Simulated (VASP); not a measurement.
# H18CO9 in VASP: further runs, part 2 of 2

VASP 6.6.1. The steps go on from the part before.

## 3. Single point, PBE+D3(BJ)

INCAR reads:

```
ALGO = Normal ; EDIFF = 1E-6
ENCUT = 520 ; GGA = PE
ISIF = 2 ; ISMEAR = -1
IVDW = 12 ; LASPH = T
LCHARG = F ; LREAL = Auto
LWAVE = F ; NBANDS = 58
NELM = 60 ; PREC = Accurate
SIGMA = 0.05
```

KPOINTS reads:

```
k-points
0
Gamma
  1 1 1
```

POSCAR reads:

```
H18CO9
1.0
    6.7017590000      0.0000000000      0.0000000000
    0.0000000000      6.7017590000      0.0000000000
    0.0000000000      0.0000000000      6.7017590000
O H C
9 18 1
Direct
    0.0944080502     -0.1004960041      1.1040235854
    0.4940792410      0.8518808271      0.8235300613
    0.0632669721      0.5395896809      0.1627632387
    0.6665563474      0.4137421235      0.0013876954
    0.8043559907      0.6436369914      0.4899907621
    1.1082463574      0.0105047048      0.6727189086
    0.4994062007      0.2807173460      0.6798364429
    0.3749015743      0.2572757391      0.1170438985
    0.1459766011      0.6378176237      0.7053819751
   -0.0539858267     -0.0772782190      1.1134390240
    0.1019135424     -0.2300440825      1.1859125343
    0.4700258544      0.8806493937      0.6993089426
    0.3536086571      0.8150695959      0.8951232057
    0.1672098325      0.4171143725      0.1246687623
   -0.0128473734      0.5554064239      0.0303054765
    0.5844734196      0.3950903039     -0.1069569944
    0.6091982717      0.5531682055      0.0244115015
    0.6880581650      0.7181398197      0.4926318598
    0.7471023652      0.5222807923      0.4349007477
    1.0701817239      0.0223224977      0.8202174981
    1.0565584349     -0.1157755747      0.6015137220
    0.3989251180      0.2016485523      0.6288050645
    0.6150922467      0.1919645275      0.6631244126
    0.5111493863      0.2863725777      0.0538664551
    0.3039202096      0.1137014924      0.1177302854
    0.3210201978      0.5323527748      0.4576410462
    0.1612561717      0.3564138907      0.6205236566
    0.2033943626      0.5119253020      0.5900242011
```

Potentials or basis: VASP PAW PBE potentials, release 64 (O, H, C).

Command:

```
cat potpaw_PBE.64/O/POTCAR potpaw_PBE.64/H/POTCAR potpaw_PBE.64/C/POTCAR > POTCAR
mpirun -np 1 vasp_gam > vasp.out
```

OUTCAR:

```text
EDIFF = 1E-6
   ENCUT = 520
   GGA = PE
   ISIF = 2
   ISMEAR = -1
   IVDW = 12
   LASPH = T
   LREAL = Auto
   NELM = 60
   PREC = Accurate
 IVDW          = 12

 ion  position               nearest neighbor table
   1  0.094  0.900  0.104-  10 1.01  11 1.03
   2  0.494  0.852  0.824-  12 0.87  13 1.09
   3  0.063  0.540  0.163-  15 1.03  14 1.11
   4  0.667  0.414  0.001-  16 0.92  17 1.02  24 1.39
   5  0.804  0.644  0.490-  18 0.93  19 0.97
   6  0.108  0.011  0.673-  20 1.02  21 1.03
   7  0.499  0.281  0.680-  22 0.92  23 0.98
   8  0.375  0.257  0.117-  24 1.03  25 1.07
   9  0.146  0.638  0.705-  28 1.21
  10  0.946  0.923  0.113-   1 1.01
  11  0.102  0.770  0.186-   1 1.03
  12  0.470  0.881  0.699-   2 0.87
  13  0.354  0.815  0.895-   2 1.09
  14  0.167  0.417  0.125-   3 1.11
  15  0.987  0.555  0.030-   3 1.03
  16  0.584  0.395  0.893-   4 0.92
  17  0.609  0.553  0.024-   4 1.02
  18  0.688  0.718  0.493-   5 0.93
  19  0.747  0.522  0.435-   5 0.97
[... 224 lines left out ...]
 cond. band min:       0.6478796129   @ k =   0.0000   0.0000   0.0000
 fundamental gap:      3.5267094322
 Fermi energy:        -1.6171210766

 k-point     1 :       0.0000    0.0000    0.0000
  band No.  band energies     occupation
      1     -23.6466      2.00000
      2     -23.5431      2.00000
      3     -23.0048      2.00000
      4     -22.6077      2.00000
      5     -22.1896      2.00000
      6     -21.8147      2.00000
[... 42 lines left out ...]
     49       5.8496      0.00000
     50       6.0102      0.00000
 [bands above 50 left out]

------------------------ aborting loop because EDIFF is reached ----------------------------------------

 Edisp (eV)   -0.97249

 E8    (eV) :    -0.2056

  FORCE on cell =-STRESS in cart. coord.  units (eV):
  Direction    XX          YY          ZZ          XY          YZ          ZX
  --------------------------------------------------------------------------------------
  -------------------------------------------------------------------------------------
  Total      -2.25749     1.75827     4.21115    -0.01068    -0.83935     5.90188
  in kB     -12.01628     9.35900    22.41531    -0.05683    -4.46774    31.41481
  external pressure =        6.59 kB  Pullay stress =        0.00 kB

 VOLUME and BASIS-vectors are now :
 -----------------------------------------------------------------------------
  energy-cutoff  :      520.00
  volume of cell :      301.00
      direct lattice vectors                 reciprocal lattice vectors
     6.701759000  0.000000000  0.000000000     0.149214557  0.000000000  0.000000000
     0.000000000  6.701759000  0.000000000     0.000000000  0.149214557  0.000000000
     0.000000000  0.000000000  6.701759000     0.000000000  0.000000000  0.149214557

 POSITION                                       TOTAL-FORCE (eV/Angst)
 -----------------------------------------------------------------------------------
      0.63270      6.02826      0.69714        -1.458819      0.502143      0.853958
      3.31120      5.70910      5.51910        -0.731203     -2.708077      9.310113
      0.42400      3.61620      1.09080         0.803089     -2.787189     -2.323998
      4.46710      2.77280      0.00930         1.973826      3.528540      2.423162
      5.39060      4.31350      3.28380         1.244643     -1.274287     -0.403842
      0.72544      0.07040      4.50840        -0.824790      0.424558     -0.033687
[... 20 lines left out ...]
      1.08070      2.38860      4.15860        -0.340427     -0.568915     -0.397443
      1.36310      3.43080      3.95420         1.504745     -0.654767     -0.821606
 -----------------------------------------------------------------------------------
    total drift:                                0.007727     -0.021373      0.000430

  FREE ENERGIE OF THE ION-ELECTRON SYSTEM (eV)
  ---------------------------------------------------
  free  energy   TOTEN  =      -135.6653595982 eV

  energy  without entropy=     -135.6653595981  energy(sigma->0) =     -135.66535960
```

It took 50 s on 1 thread of Intel Xeon Platinum 8259CL at 2.50GHz (Skylake/Cascade Lake), shared host; peak memory 0.32 GiB.

What came out:

| Property | Result |
| --- | --- |
| Free energy | -135.6654 eV |
| Pressure | 0.7 GPa |
| Largest force | 9.724 eV/Å |
| Band gap on the k mesh | 3.53 eV |
| Dispersion energy per atom | -0.035 eV |

Forces on the atoms (eV/Å):
```
O   -1.459  0.502  0.854
O   -0.731 -2.708  9.310
O    0.803 -2.787 -2.324
O    1.974  3.529  2.423
O    1.245 -1.274 -0.404
O   -0.825  0.425 -0.034
O    3.103  0.874  0.273
O   -3.050 -2.672  0.928
O    0.060  0.189  0.074
H    1.489  0.130 -0.151
H    0.250  0.249 -1.002
H   -2.104  1.446 -6.786
H    2.834  1.090 -2.162
H   -1.156  2.113  0.842
H    1.019 -0.338  1.696
H   -1.538 -0.963 -4.294
H    1.174 -1.175  0.403
H   -2.172  1.955  0.453
H    0.575 -0.520 -0.153
H    0.381 -1.069 -2.158
H    0.608  1.629  1.982
H   -2.808 -1.677 -0.856
H    0.008  0.496  0.195
H   -1.104 -1.142  1.285
H    1.741  2.709 -0.347
H   -1.483  0.213  1.171
H   -0.340 -0.569 -0.397
C    1.505 -0.655 -0.822
```

Levels at points of the mesh, in eV from the valence-band top:
| k point | band 34 | band 35 | band 36 | band 37 | band 38 | band 39 | band 40 | band 41 | band 42 | band 43 |
| --- | --- | --- | --- | --- | --- | --- | --- | --- | --- | --- |
| (0.00, 0.00, 0.00) | -0.94 | -0.66 | -0.42 | -0.35 | 0.00 | 3.53 | 3.79 | 6.24 | 6.39 | 6.94 |

Caveat: the k points lie up to 0.94 Å⁻¹ apart.
